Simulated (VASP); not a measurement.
# AlAs4 (P-3m1) in VASP: notebook

Runs on AlAs4. Level: PBE. Tasks: single point, relaxation of cell and atoms.

Everything below comes from runs of VASP 6.6.1. Logs are shortened: lines on timing, memory, paths and dates and some standing lists are left out, and cuts for length are marked.

**1. The cell of the first run**

Symmetry: P-3m1, No. 164, trigonal system. Conventional cell: a = 3.888 Å, b = 3.888 Å, c = 18.182 Å, α = 90.00°, β = 90.00°, γ = 120.00°. Al (site symmetry 3m) has 4 As at 2.43 to 2.70 Å and 3 Al at 2.86 Å within 3.2 Å. As (site symmetry 3m) has 4 Al at 2.43 to 2.70 Å within 3.2 Å. Within 3.4 Å of As (site symmetry 3m) lie 3 As at 2.58 Å. Within 3.5 Å of As (site symmetry 3m) lie 6 As at 2.58 to 3.43 Å. As (site symmetry 3m) has 6 As at 2.59 to 3.43 Å within 3.5 Å.

**2. Single point, PBE**

The input, INCAR:

```
SYSTEM = AlAs4
ALGO = Normal ; EDIFF = 1E-6
ENCUT = 520 ; GGA = PE
ISIF = 2 ; ISMEAR = 0
LASPH = .TRUE. ; LCHARG = .FALSE.
LREAL = .FALSE. ; LWAVE = .FALSE.
NBANDS = 34 ; NELM = 100
PREC = Accurate ; SIGMA = 0.2
```

The input, KPOINTS:

```
k-points
0
G
  5 5 1
  0 0 0
```

The input, POSCAR:

```
AlAs4
1.0
    3.8880712623      0.0000000000      0.0000000000
   -1.9440356311      3.3671684849      0.0000000000
    0.0000000000      0.0000000000     18.1819287793
Al As
2 8
Direct
    0.3333333333      0.6666666667      0.0486161230
    0.6666666667      0.3333333333      0.9513838770
    0.6666666667      0.3333333333      0.0996644614
    0.3333333333      0.6666666667      0.9003355386
    0.0000000000      0.0000000000      0.2515344907
    0.3333333333      0.6666666667      0.3219205666
    0.6666666667      0.3333333333      0.4645733962
    0.3333333333      0.6666666667      0.5354266038
    0.0000000000      0.0000000000      0.7484655093
    0.6666666667      0.3333333333      0.6780794334
```

Potentials or basis: VASP PAW PBE potentials, release 64 (Al, As).

Command:

```sh
$ cat potpaw_PBE.64/Al/POTCAR potpaw_PBE.64/As/POTCAR > POTCAR
$ mpirun -np 1 vasp_std > vasp.out
```

OUTCAR:

```text
SYSTEM = AlAs4
   EDIFF = 1E-6
   ENCUT = 520
   GGA = PE
   ISIF = 2
   ISMEAR = 0
   LASPH = .TRUE.
   LREAL = .FALSE.
   NELM = 100
   PREC = Accurate

 ion  position               nearest neighbor table
   1  0.333  0.667  0.049-   3 2.43   3 2.43   3 2.43   4 2.70   2 2.86   2 2.86   2 2.86
   2  0.667  0.333  0.951-   4 2.43   4 2.43   4 2.43   3 2.70   1 2.86   1 2.86   1 2.86
   3  0.667  0.333  0.100-   1 2.43   1 2.43   1 2.43   2 2.70
   4  0.333  0.667  0.900-   2 2.43   2 2.43   2 2.43   1 2.70
   5  0.000  0.000  0.252-   6 2.58   6 2.58   6 2.58
   6  0.333  0.667  0.322-   5 2.58   5 2.58   5 2.58
   7  0.667  0.333  0.465-   8 2.59   8 2.59   8 2.59
   8  0.333  0.667  0.535-   7 2.59   7 2.59   7 2.59
   9  0.000  0.000  0.748-  10 2.58  10 2.58  10 2.58
  10  0.667  0.333  0.678-   9 2.58   9 2.58   9 2.58

  LATTYP: Found a hexagonal cell.
 ALAT       =     3.8880712623
 C/A-ratio  =     4.6763362996

  Lattice vectors:

 A1 = (   3.8880712623,   0.0000000000,   0.0000000000)
 A2 = (  -1.9440356311,   3.3671684849,   0.0000000000)
 A3 = (   0.0000000000,   0.0000000000,  18.1819287793)

Analysis of symmetry for initial positions (statically):
=====================================================================
 Subroutine PRICEL returns:
 Original cell was already a primitive cell.

 Routine SETGRP: Setting up the symmetry group for a
 hexagonal supercell.

 Subroutine GETGRP returns: Found 12 space group operations
 (whereof 12 operations were pure point group operations)
 out of a pool of 24 trial point group operations.

The static configuration has the point symmetry D_3d.

Analysis of symmetry for dynamics (positions and initial velocities):
=====================================================================
 Subroutine PRICEL returns:
 Original cell was already a primitive cell.

 Routine SETGRP: Setting up the symmetry group for a
 hexagonal supercell.

 Subroutine GETGRP returns: Found 12 space group operations
 (whereof 12 operations were pure point group operations)
 out of a pool of 24 trial point group operations.

The dynamic configuration has the point symmetry D_3d.

 Subroutine INISYM returns: Found 12 space group operations
 (whereof 12 operations are pure point group operations),
 and found     1 'primitive' translations

----------------------------------------------------------------------------------------

                                     Primitive cell

  volume of cell :     238.0340

  direct lattice vectors                    reciprocal lattice vectors
     3.888071262  0.000000000  0.000000000     0.257196932  0.148492718  0.000000000
    -1.944035631  3.367168485  0.000000000     0.000000000  0.296985436  0.000000000
     0.000000000  0.000000000 18.181928779     0.000000000  0.000000000  0.054999665

  length of vectors
     3.888071262  3.888071262 18.181928779     0.296985436  0.296985436  0.054999665

  position of ions in fractional coordinates (direct lattice)
     0.333333333  0.666666667  0.048616123
     0.666666667  0.333333333  0.951383877
     0.666666667  0.333333333  0.099664461
     0.333333333  0.666666667  0.900335539
     0.000000000  0.000000000  0.251534491
     0.333333333  0.666666667  0.321920567
     0.666666667  0.333333333  0.464573396
     0.333333333  0.666666667  0.535426604
     0.000000000  0.000000000  0.748465509
     0.666666667  0.333333333  0.678079433

  ion indices of the primitive-cell ions
   primitive index   ion index
                 1           1
                 2           2
                 3           3
                 4           4
                 5           5
                 6           6
                 7           7
                 8           8
                 9           9
                10          10

----------------------------------------------------------------------------------------

 KPOINTS: k-points

Automatic generation of k-mesh.
 Grid dimensions read from file:
 generate k-points for:    5    5    1

 Generating k-lattice:

  Cartesian coordinates                     Fractional coordinates (reciprocal lattice)
     0.051439386  0.029698544  0.000000000     0.200000000  0.000000000  0.000000000
     0.000000000  0.059397087  0.000000000     0.000000000  0.200000000  0.000000000
     0.000000000  0.000000000  0.054999665     0.000000000  0.000000000  1.000000000

  Length of vectors
     0.059397087  0.059397087  0.054999665

  Shift w.r.t. Gamma in fractional coordinates (k-lattice)
     0.000000000  0.000000000  0.000000000

 Subroutine IBZKPT returns following result:
 ===========================================

 Found      5 irreducible k-points:

 Following reciprocal coordinates:
            Coordinates               Weight
  0.000000  0.000000  0.000000      1.000000
  0.200000  0.000000  0.000000      6.000000
  0.400000  0.000000  0.000000      6.000000
  0.200000  0.200000  0.000000      6.000000
  0.400000  0.200000  0.000000      6.000000
   k-points           NKPTS =      5   k-points in BZ     NKDIM =      5   number of bands    NBANDS=     34
   number of dos      NEDOS =    301   number of ions     NIONS =     10
   total plane-waves  NPLWV = 126000
   dimension x,y,z NGX =    30 NGY =   30 NGZ =  140
   dimension x,y,z NGXF=    60 NGYF=   60 NGZF=  280
   ions per type =               2   8
   NGX,Y,Z   is equivalent  to a cutoff of  12.83, 12.83, 12.80 a.u.
   NGXF,Y,Z  is equivalent  to a cutoff of  25.65, 25.65, 25.60 a.u.
 SYSTEM =  AlAs4
   PREC   = accura    normal or accurate (medium, high low for compatibility)
   ISTART =      0    job   : 0-new  1-cont  2-samecut
   ICHARG =      2    charge: 1-file 2-atom 10-const
   ISPIN  =      1    spin polarized calculation?
   LNONCOLLINEAR =      F non collinear calculations
   LSORBIT =      F    spin-orbit coupling
   LASPH  =      T    aspherical Exc in radial PAW
   ENCUT  =  520.0 eV  38.22 Ry    6.18 a.u.   7.23  7.23 33.81*2*pi/ulx,y,z
   NELM   =    100;   NELMIN=  2; NELMDL= -5     # of ELM steps
   EDIFF  = 0.1E-05   stopping-criterion for ELM
   LREAL  =      F    real-space projection
   EDIFFG = 0.1E-04   stopping-criterion for IOM
   NSW    =      0    number of steps for IOM
   IBRION =     -1    ionic relax: 0-MD 1-quasi-New 2-CG
   NFREE  =      0    steps in history (QN), initial steepest desc. (CG)
   ISIF   =      2    stress and relaxation
   ISYM   =      2    0-nonsym 1-usesym 2-fastsym
   POTIM  = 0.5000    time-step for ionic-motion
   TEBEG  =    0.0;   TEEND  =   0.0 temperature during run
   PSTRESS=    0.0 pullay stress
   NELECT =      46.0000    total number of electrons
   NUPDOWN=      -1.0000    fix difference up-down
   EMIN   =  10.00;   EMAX   =-10.00  energy-range for DOS
   EFERMI =   0.00;   METHOD = LEGACY
   ISMEAR =     0;   SIGMA  =   0.20  broadening in eV -4-tet -1-fermi 0-gaus
   EFERMI_NEDOS =   21; number of points for ismear=-14 and -15
   IALGO  =     38    algorithm
   IMIX   =      4    mixing-type and parameters
     AMIX     =   0.40;   BMIX     =  1.00
     AMIX_MAG =   1.60;   BMIX_MAG =  1.00
  volume/ion in A,a.u.               =      23.80       160.63
  Fermi-wavevector in a.u.,A,eV,Ry     =   0.946487  1.788600 12.188599  0.895837
  Thomas-Fermi vector in A             =   2.074489
   LORBIT       =      0    0 simple, 1 ext, 2 COOP (PROOUT), +10 PAW based schemes
   GGA     = PE    functional components
   LHFCALC =     F    Hartree Fock is set to
   AEXX    =    0.0000 exact exchange contribution
   IVDW    =     0    specifies the selected vdW correction
   LEPSILON=     F    determine dielectric tensor
   LRPA    =     F    only Hartree local field effects (RPA)
 non-spin polarized calculation
 Gauss-broadening in eV      SIGMA  =   0.20
  energy-cutoff  :      520.00
  volume of cell :      238.03
 maximum number of plane-waves:      6469
 NGX is ok and might be reduce to    30
   NGX = 15   NGY = 15   NGZ = 67

 number of electron      46.0000002 magnetization

 Free energy of the ion-electron system (eV)
  ---------------------------------------------------
  ext. energy  EPLUGINS =         0.00000000
  ---------------------------------------------------
  free energy    TOTEN  =       -45.51930314 eV

  energy without entropy =      -45.50603893  energy(sigma->0) =      -45.51267104

 E-fermi :   4.2898     XC(G=0):  -9.2360

 val. band max:        4.0412562758   @ k =   0.2000   0.0000   0.0000
 cond. band min:       4.5287477551   @ k =   0.4000   0.0000   0.0000
 fundamental gap:      0.4874914794
 Fermi energy:         4.2897861365

 k-point     1 :       0.0000    0.0000    0.0000
  band No.  band energies     occupation
      1      -9.5390      2.00000
      2      -9.2511      2.00000
      3      -9.0560      2.00000
      4      -8.6932      2.00000
      5      -7.6218      2.00000
      6      -4.3009      2.00000
[... 26 lines left out ...]
     33       6.4705      0.00000
     34       6.8756      0.00000

 k-point     2 :       0.2000    0.0000    0.0000
  band No.  band energies     occupation
      1      -9.1081      2.00000
      2      -8.8258      2.00000
      3      -8.6428      2.00000
      4      -8.3097      2.00000
      5      -7.3180      2.00000
      6      -4.3484      2.00000
[... 26 lines left out ...]
     33       7.4427      0.00000
     34       7.6132      0.00000

 k-point     3 :       0.4000    0.0000    0.0000
  band No.  band energies     occupation
      1      -7.9525      2.00000
      2      -7.7086      2.00000
      3      -7.5814      2.00000
      4      -7.4053      2.00000
      5      -6.7796      2.00000
      6      -5.3183      2.00000
[... 26 lines left out ...]
     33       7.5805      0.00000
     34       7.9740      0.00000

 k-point     4 :       0.2000    0.2000    0.0000
  band No.  band energies     occupation
      1      -8.2905      2.00000
      2      -8.0242      2.00000
      3      -7.8795      2.00000
      4      -7.6325      2.00000
      5      -6.8711      2.00000
      6      -4.8657      2.00000
[... 26 lines left out ...]
     33       7.8635      0.00000
     34       7.8932      0.00000

 k-point     5 :       0.4000    0.2000    0.0000
  band No.  band energies     occupation
      1      -7.1746      2.00000
      2      -7.0162      2.00000
      3      -6.9801      2.00000
      4      -6.8976      2.00000
      5      -6.6949      2.00000
      6      -5.9540      2.00000
[... 26 lines left out ...]
     33       7.8135      0.00000
     34       8.2630      0.00000

------------------------ aborting loop because EDIFF is reached ----------------------------------------

  FORCE on cell =-STRESS in cart. coord.  units (eV):
  Direction    XX          YY          ZZ          XY          YZ          ZX
  --------------------------------------------------------------------------------------
  -------------------------------------------------------------------------------------
  Total       -0.0516161     -0.0516161      0.9664482     -0.0000000      0.0000000     -0.0000000
  in kB       -0.3474215     -0.3474215      6.5050424     -0.0000000      0.0000000     -0.0000000
  external PRESSURE =       1.9367331 kB  Pullay stress =       0.0000000 kB

 VOLUME and BASIS-vectors are now :
 -----------------------------------------------------------------------------
  energy-cutoff  :      520.00
  volume of cell :      238.03
      direct lattice vectors                 reciprocal lattice vectors
     3.888071262  0.000000000  0.000000000     0.257196932  0.148492718  0.000000000
    -1.944035631  3.367168485  0.000000000     0.000000000  0.296985436  0.000000000
     0.000000000  0.000000000 18.181928779     0.000000000  0.000000000  0.054999665

 POSITION                                       TOTAL-FORCE (eV/Angst)
 -----------------------------------------------------------------------------------
     -0.00000      2.24478      0.88393        -0.000000      0.000000     -0.012283
      1.94404      1.12239     17.29799        -0.000000     -0.000000      0.012283
      1.94404      1.12239      1.81209         0.000000      0.000000     -0.011023
     -0.00000      2.24478     16.36984         0.000000     -0.000000      0.011023
      0.00000      0.00000      4.57338        -0.000000     -0.000000     -0.014554
     -0.00000      2.24478      5.85314         0.000000     -0.000000      0.050718
      1.94404      1.12239      8.44684        -0.000000      0.000000     -0.025188
     -0.00000      2.24478      9.73509         0.000000     -0.000000      0.025188
      0.00000      0.00000     13.60855         0.000000      0.000000      0.014554
      1.94404      1.12239     12.32879        -0.000000      0.000000     -0.050718
 -----------------------------------------------------------------------------------
    total drift:                                0.000000     -0.000000      0.000000

  FREE ENERGIE OF THE ION-ELECTRON SYSTEM (eV)
  ---------------------------------------------------
  free  energy   TOTEN  =       -45.5193031449 eV

  energy  without entropy=      -45.5060389271  energy(sigma->0) =      -45.51267104
```

Wall time 81 s (1 thread of AMD EPYC 7R43 (Zen 3), shared host); peak memory 0.3 GiB.

Results:

```yaml
Free_energy: -45.5193 eV
Pressure: 0.2 GPa
Largest_force: 0.051 eV/Å
Band_gap_on_the_k_mesh: 0.49 eV (least direct gap 0.77 eV)
```

Forces on the atoms (eV/Å):
```
Al   0.000  0.000 -0.012
Al   0.000  0.000  0.012
As   0.000  0.000 -0.011
As   0.000  0.000  0.011
As   0.000  0.000 -0.015
As   0.000  0.000  0.051
As   0.000  0.000 -0.025
As   0.000  0.000  0.025
As   0.000  0.000  0.015
As   0.000  0.000 -0.051
```

Caveat: an odd mesh through Γ misses points on the zone boundary, where band edges can lie.

[end of part 1 of 2]
